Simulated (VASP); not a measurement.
# MgO (I4mm) in VASP: notebook, part 2 of 2

VASP 6.6.1. The steps go on from the part before.

## 3. Single point, LDA

Contents of INCAR:

```
PREC     = Accurate       # precision mode
ENCUT    = 840            # plane-wave cutoff, eV
EDIFF    = 1E-6           # SCF threshold, eV
ISMEAR   = 0              # smearing method
SIGMA    = 0.05           # smearing width, eV
LREAL    = F              # projectors in reciprocal space
LASPH    = T              # aspherical terms in the spheres
NELM     = 120            # most SCF steps
ALGO     = Normal         # electronic algorithm
ISIF     = 2              # what is computed and relaxed
LWAVE    = F              # write WAVECAR
LCHARG   = T              # write CHGCAR
LELF     = T              # ELF
LVHAR    = T            
NBANDS   = 15             # bands
GGA_COMPAT= F
```

Contents of KPOINTS:

```
Automatic mesh
0
Gamma
  6 6 6
```

Contents of POSCAR:

```
MgO
1.0
    0.0000000000      2.1351500000      2.1351500000
    2.1351500000      0.0000000000      2.1351500000
    2.1351500000      2.1351500000      0.0000000000
Mg O
1 1
Direct
    0.0351263377      0.0351263377     -0.0351263377
    0.5000000000      0.5000000000      0.5000000000
```

Potentials or basis: VASP PAW LDA potentials, release 64 (Mg_sv, O).

Run with:

```bash
cat potpaw_LDA.64/Mg_sv/POTCAR potpaw_LDA.64/O/POTCAR > POTCAR
mpirun -np 1 vasp_std > vasp.out
```

OUTCAR:

```text
PREC = Accurate
   ENCUT = 840
   EDIFF = 1E-6
   ISMEAR = 0
   LREAL = F
   LASPH = T
   NELM = 120
   ISIF = 2

 ion  position               nearest neighbor table
   1  0.035  0.035  0.965-   2 1.99
   2  0.500  0.500  0.500-   1 1.99

  LATTYP: Found a face centered cubic cell.
 ALAT       =     4.2703000000

  Lattice vectors:

 A1 = (   0.0000000000,   2.1351500000,   2.1351500000)
 A2 = (   2.1351500000,   0.0000000000,   2.1351500000)
 A3 = (   2.1351500000,   2.1351500000,   0.0000000000)

Analysis of symmetry for initial positions (statically):
=====================================================================
 Subroutine PRICEL returns:
 Original cell was already a primitive cell.

 Routine SETGRP: Setting up the symmetry group for a
 face centered cubic supercell.

 Subroutine GETGRP returns: Found  8 space group operations
 (whereof  8 operations were pure point group operations)
 out of a pool of 48 trial point group operations.

The static configuration has the point symmetry C_4v.

Analysis of symmetry for dynamics (positions and initial velocities):
[... 165 lines left out ...]
 Fermi energy:         2.7406490977

 k-point     1 :       0.0000    0.0000    0.0000
  band No.  band energies     occupation
      1     -69.1659      2.00000
      2     -36.6320      2.00000
      3     -36.6313      2.00000
      4     -36.6313      2.00000
      5     -14.4977      2.00000
      6       2.2385      2.00000
      7       2.2690      2.00000
      8       2.2690      2.00000
      9       6.5430      0.00000
     10      17.6298      0.00000
     11      17.6729      0.00000
     12      17.6729      0.00000
     13      21.4610      0.00000
     14      23.1138      0.00000
[... 401 lines left out ...]
      2     -36.6867      2.00000
      3     -36.6598      2.00000
      4     -36.6470      2.00000
      5     -13.2392      2.00000
      6      -1.1694      2.00000
      7       0.4810      2.00000
      8       1.2922      2.00000
      9      11.6918      0.00000
     10      13.0066      0.00000
     11      14.9802      0.00000
     12      18.9214      0.00000
     13      20.9763      0.00000
     14      24.4092      0.00000
     15      29.1011      0.00000

 [... further k-points ...]
[... 5 lines left out ...]
  --------------------------------------------------------------------------------------
  -------------------------------------------------------------------------------------
  Total       -1.3989833     -1.3989833     -0.5749326      0.0000000     -0.0000000      0.0000000
  in kB     -115.1351572   -115.1351572    -47.3164736      0.0000000     -0.0000000      0.0000000
  external PRESSURE =     -92.5289293 kB  Pullay stress =       0.0000000 kB

 VOLUME and BASIS-vectors are now :
 -----------------------------------------------------------------------------
  energy-cutoff  :      840.00
  volume of cell :       19.47
      direct lattice vectors                 reciprocal lattice vectors
     0.000000000  2.135150000  2.135150000    -0.234175585  0.234175585  0.234175585
     2.135150000  0.000000000  2.135150000     0.234175585 -0.234175585  0.234175585
     2.135150000  2.135150000  0.000000000     0.234175585  0.234175585 -0.234175585

 POSITION                                       TOTAL-FORCE (eV/Angst)
 -----------------------------------------------------------------------------------
      2.13515      2.13515      0.15000         0.000000      0.000000     -0.729085
      2.13515      2.13515      2.13515         0.000000      0.000000      0.729085
 -----------------------------------------------------------------------------------
    total drift:                               -0.000000     -0.000000      0.001346

  FREE ENERGIE OF THE ION-ELECTRON SYSTEM (eV)
  ---------------------------------------------------
  free  energy   TOTEN  =       -13.1348689901 eV

  energy  without entropy=      -13.1348689901  energy(sigma->0) =      -13.13486899
```

OSZICAR:

```text
N       E                     dE             d eps       ncg     rms          rms(c)
DAV:   1     0.154876499131E+03    0.15488E+03   -0.11980E+04   900   0.171E+03
DAV:   2    -0.668849775766E+01   -0.16156E+03   -0.15247E+03  1012   0.445E+02
DAV:   3    -0.146192823238E+02   -0.79308E+01   -0.78596E+01  1387   0.861E+01
DAV:   4    -0.147721285846E+02   -0.15285E+00   -0.15281E+00  1027   0.111E+01
DAV:   5    -0.147742474728E+02   -0.21189E-02   -0.21189E-02  1201   0.114E+00    0.853E+00
DAV:   6    -0.132062122625E+02    0.15680E+01   -0.25593E+00   984   0.151E+01    0.289E+00
DAV:   7    -0.131654442062E+02    0.40768E-01   -0.13925E-01  1061   0.346E+00    0.171E+00
DAV:   8    -0.131360737209E+02    0.29370E-01   -0.49527E-02  1124   0.226E+00    0.343E-01
DAV:   9    -0.131348411575E+02    0.12326E-02   -0.38107E-03  1026   0.602E-01    0.781E-02
DAV:  10    -0.131348751227E+02   -0.33965E-04   -0.17095E-04  1131   0.174E-01    0.267E-02
DAV:  11    -0.131348690540E+02    0.60687E-05   -0.15739E-05  1103   0.475E-02    0.573E-03
DAV:  12    -0.131348689901E+02    0.63919E-07   -0.64301E-07   702   0.109E-02
   1 F= -.13134869E+02 E0= -.13134869E+02  d E =-.598751E-42
```

stdout:

```text
POSCAR found type information on POSCAR MgO
 POSCAR found :  2 types and       2 ions
 scaLAPACK will be used
 LDA part: xc-table for (Slater(with rela. corr.)+CA(PZ))
 , standard interpolation
 POSCAR, INCAR and KPOINTS ok, starting setup
 FFT: planning ... GRIDC
 FFT: planning ... GRID_SOFT
 FFT: planning ... GRID
 WAVECAR not read
 entering main loop
```

Run time: 16 s. Hardware: 1 thread of Intel Xeon Platinum 8259CL at 2.50GHz (Skylake/Cascade Lake), shared host; peak memory 0.15 GiB.

Results:

```yaml
Free_energy: -13.1349 eV
Pressure: -9.3 GPa
Largest_force: 0.729 eV/Å
Band_gap_on_the_k_mesh: 4.27 eV
```

Forces on the atoms (eV/Å):
```
Mg   0.000  0.000 -0.729
O    0.000  0.000  0.729
```

Caveat: the k points lie up to 0.42 Å⁻¹ apart; the cell differs from its parent crystal (all Mg atoms moved -0.150 Å, as atom 1 towards its neighbour atom 2 (O) at 2.135 Å).
